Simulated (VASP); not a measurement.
A run of VASP 6.6.1 is set up as follows.

INCAR

```
PREC = Accurate ; ENCUT = 520
EDIFF = 1E-7 ; ISMEAR = 0
SIGMA = 0.05 ; LREAL = False
LASPH = True ; NELM = 60
ALGO = Normal ; ISIF = 2
LWAVE = False ; LCHARG = False
GGA = PE ; NELECT = 51.8
NBANDS = 35
```

The input KPOINTS:

```
regular mesh
0
Gamma
  6 6 8
```

POSCAR

```
SnO2
1.0
    4.7380000000      0.0000000000      0.0000000000
    0.0000000000      4.7380000000      0.0000000000
    0.0000000000      0.0000000000      3.1865000000
Sn O
2 4
Direct
    0.0000000000      0.0000000000      0.0000000000
    0.5000000000      0.5000000000      0.5000000000
    0.3071000000      0.3071000000      0.0000000000
    0.1929000000      0.8071000000      0.5000000000
    0.6929000000      0.6929000000      0.0000000000
    0.8071000000      0.1929000000      0.5000000000
```

Potentials or basis: VASP PAW PBE potentials, release 64 (Sn_d, O).

Run with:

```console
$ cat potpaw_PBE.64/Sn_d/POTCAR potpaw_PBE.64/O/POTCAR > POTCAR
$ mpirun -np 1 vasp_std > vasp.out
```

Question: What does it give for the largest force?

Answer: 0.317 eV/Å.

Forces in eV/Å, atoms in the order of the input:
```
Sn   0.000  0.000  0.000
Sn   0.000  0.000  0.000
O   -0.224 -0.224  0.000
O    0.224 -0.224  0.000
O    0.224  0.224  0.000
O   -0.224  0.224  0.000
```

Caveat: the cell carries a net charge on a neutralising background, which shifts energy and pressure.
